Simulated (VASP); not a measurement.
# AgCl (Fm-3m) in VASP: further runs, part 2 of 2

VASP 6.6.1. Earlier steps stand in the parts before.

## (3) Relaxation of cell and atoms, PBEsol

Input file INCAR:

```
ALGO = Normal
EDIFF = 1E-6
EDIFFG = -0.001
ENCUT = 600
GGA = PS
IBRION = 2
ISIF = 3
ISMEAR = 0
LASPH = T
LCHARG = F
LREAL = F
LWAVE = F
NELM = 80
NSW = 80
PREC = Accurate
SIGMA = 0.01
```

Input file KPOINTS:

```
k-points
0
Gamma
  8 8 8
```

Input file POSCAR:

```
AgCl
1.0
    0.0000000000      2.7244813835      2.7244813835
    2.7244813835      0.0000000000      2.7244813835
    2.7244813835      2.7244813835      0.0000000000
Ag Cl
1 1
Direct
    0.5000000000      0.5000000000      0.5000000000
    0.0000000000      0.0000000000      0.0000000000
```

Potentials or basis: VASP PAW PBE potentials, release 64 (Ag, Cl).

Run with:

```
cat potpaw_PBE.64/Ag/POTCAR potpaw_PBE.64/Cl/POTCAR > POTCAR
mpirun -np 1 vasp_std > vasp.out
```

OUTCAR:

```text
EDIFF = 1E-6
   EDIFFG = -0.001
   ENCUT = 600
   GGA = PS
   IBRION = 2
   ISIF = 3
   ISMEAR = 0
   LASPH = T
   LREAL = F
   NELM = 80
   NSW = 80
   PREC = Accurate

 ion  position               nearest neighbor table
   1  0.500  0.500  0.500-   2 2.72   2 2.72   2 2.72   2 2.72   2 2.72   2 2.72
   2  0.000  0.000  0.000-   1 2.72   1 2.72   1 2.72   1 2.72   1 2.72   1 2.72

  LATTYP: Found a face centered cubic cell.
 ALAT       =     5.4489627670

  Lattice vectors:

 A1 = (   0.0000000000,   2.7244813835,   2.7244813835)
 A2 = (   2.7244813835,   0.0000000000,   2.7244813835)
 A3 = (   2.7244813835,   2.7244813835,   0.0000000000)

Analysis of symmetry for initial positions (statically):
=====================================================================
 Subroutine PRICEL returns:
 Original cell was already a primitive cell.

 Routine SETGRP: Setting up the symmetry group for a
 face centered cubic supercell.

 Subroutine GETGRP returns: Found 48 space group operations
 (whereof 48 operations were pure point group operations)
 out of a pool of 48 trial point group operations.

The static configuration has the point symmetry O_h .

Analysis of symmetry for dynamics (positions and initial velocities):
=====================================================================
 Subroutine PRICEL returns:
 Original cell was already a primitive cell.

 Routine SETGRP: Setting up the symmetry group for a
 face centered cubic supercell.

 Subroutine GETGRP returns: Found 48 space group operations
 (whereof 48 operations were pure point group operations)
 out of a pool of 48 trial point group operations.

The dynamic configuration has the point symmetry O_h .

 Subroutine INISYM returns: Found 48 space group operations
 (whereof 48 operations are pure point group operations),
 and found     1 'primitive' translations

----------------------------------------------------------------------------------------

                                     Primitive cell

  volume of cell :      40.4466
[... 134 lines left out ...]
  ext. energy  EPLUGINS =         0.00000000
  ---------------------------------------------------
  free energy    TOTEN  =        -6.06135915 eV

  energy without entropy =       -6.06135915  energy(sigma->0) =       -6.06135915

------------------------ aborting loop because EDIFF is reached ----------------------------------------

  FORCE on cell =-STRESS in cart. coord.  units (eV):
  Direction    XX          YY          ZZ          XY          YZ          ZX
  --------------------------------------------------------------------------------------
  -------------------------------------------------------------------------------------
  Total       -0.0279121     -0.0279121     -0.0279121      0.0000000     -0.0000000     -0.0000000
  in kB       -1.1056589     -1.1056589     -1.1056589      0.0000000     -0.0000000     -0.0000000
  external PRESSURE =      -1.1056589 kB  Pullay stress =       0.0000000 kB
[... 95 lines left out ...]
--------------------------------------- Ionic step        4  -------------------------------------------

 number of electron      17.9999997 magnetization

 Free energy of the ion-electron system (eV)
  ---------------------------------------------------
  ext. energy  EPLUGINS =         0.00000000
  ---------------------------------------------------
  free energy    TOTEN  =        -6.06138863 eV

  energy without entropy =       -6.06138863  energy(sigma->0) =       -6.06138863

 E-fermi :   4.5063     XC(G=0): -10.5067

 val. band max:        4.4350192049   @ k =   0.5000   0.0000   0.0000
 cond. band min:       5.1576120464   @ k =   0.0000   0.0000   0.0000
 fundamental gap:      0.7225928415
 Fermi energy:         4.5062671999

 k-point     1 :       0.0000    0.0000    0.0000
  band No.  band energies     occupation
      1     -11.0930      2.00000
      2       1.7195      2.00000
      3       1.7195      2.00000
      4       1.7195      2.00000
      5       1.7627      2.00000
      6       1.7627      2.00000
      7       1.8698      2.00000
      8       1.8698      2.00000
      9       1.8698      2.00000
     10       5.1576      0.00000
     11      15.1597      0.00000
     12      15.1597      0.00000
     13      15.1597      0.00000
[... 354 lines left out ...]
  band No.  band energies     occupation
      1     -10.5328      2.00000
      2      -0.9110      2.00000
      3      -0.0815      2.00000
      4      -0.0146      2.00000
      5       2.0746      2.00000
      6       2.1518      2.00000
      7       2.4260      2.00000
      8       3.3373      2.00000
      9       3.8766      2.00000
     10       9.3905      0.00000
     11       9.8603      0.00000
     12      12.4202      0.00000
     13      12.8260      0.00000

 [... further k-points ...]

------------------------ aborting loop because EDIFF is reached ----------------------------------------

  FORCE on cell =-STRESS in cart. coord.  units (eV):
  Direction    XX          YY          ZZ          XY          YZ          ZX
  --------------------------------------------------------------------------------------
  -------------------------------------------------------------------------------------
  Total        0.0019459      0.0019459      0.0019459      0.0000000      0.0000000      0.0000000
  in kB        0.0772454      0.0772454      0.0772454      0.0000000      0.0000000      0.0000000
  external PRESSURE =       0.0772454 kB  Pullay stress =       0.0000000 kB
[... 17 lines left out ...]
  FREE ENERGIE OF THE ION-ELECTRON SYSTEM (eV)
  ---------------------------------------------------
  free  energy   TOTEN  =        -6.0613886333 eV

  energy  without entropy=       -6.0613886333  energy(sigma->0) =       -6.06138863

 reached required accuracy - stopping structural energy minimisation
```

OSZICAR:

```text
N       E                     dE             d eps       ncg     rms          rms(c)
DAV:   1     0.100779250104E+03    0.10078E+03   -0.95638E+03   754   0.141E+03
DAV:   2    -0.228820668871E+01   -0.10307E+03   -0.95962E+02   889   0.263E+02
DAV:   3    -0.619443645685E+01   -0.39062E+01   -0.38871E+01   884   0.519E+01
DAV:   4    -0.622067185034E+01   -0.26235E-01   -0.26230E-01   859   0.491E+00
[... 21 lines left out ...]
   3 F= -.60613879E+01 E0= -.60613879E+01  d E =-.287928E-04
       N       E                     dE             d eps       ncg     rms          rms(c)
DAV:   1    -0.606139013301E+01   -0.18154E-05   -0.33389E-05   754   0.632E-02    0.949E-03
DAV:   2    -0.606138874134E+01    0.13917E-05   -0.46652E-06   689   0.264E-02    0.244E-03
DAV:   3    -0.606138863335E+01    0.10799E-06   -0.32751E-07   377   0.481E-03
   4 F= -.60613886E+01 E0= -.60613886E+01  d E =-.294814E-04
```

Run time: 14 s. Hardware: 1 thread of AMD EPYC 9R45 (Zen 5), shared host; peak memory 0.16 GiB.

Results:

```
Free energy                            : -6.0614 eV
Relaxed volume                         : 20.18 Å³/atom
Relaxed cell                           : a = 3.850 Å, b = 3.850 Å, c = 3.850 Å, α = 60.00°, β = 60.00°, γ = 60.00°
Space group after relaxing (to 0.05 Å) : Fm-3m (No. 225)
Energy gained by relaxing              : 0.0 meV/atom
Ionic steps                            : 4
Pressure after relaxing                : 0.0 GPa
Band gap on the k mesh                 : 0.72 eV, indirect (least direct gap 3.23 eV)
```

Final structure:
```
Ag Cl
1.0
     0.00000    2.72255    2.72255
     2.72255    0.00000    2.72255
     2.72255    2.72255    0.00000
Ag Cl
1 1
Cartesian
  2.7226 2.7226 2.7226
  0.0000 0.0000 0.0000
```

Levels at points of the mesh, in eV from the valence-band top:
```csv
k point,band 6,band 7,band 8,band 9,band 10,band 11,band 12,band 13
"(0.00, 0.00, 0.00)",-2.67,-2.57,-2.57,-2.57,0.72,10.72,10.72,10.72
"(0.50, 0.00, 0.00)",-2.28,-1.94,0.00,0.00,3.88,6.75,7.42,7.42
"(0.50, 0.50, 0.00)",-2.45,-2.14,-2.14,-2.02,2.14,7.78,8.64,11.64
```

Caveat: the PAW data sets were made with another functional, which shifts forces and pressure a little. A k mesh can miss the band edges.
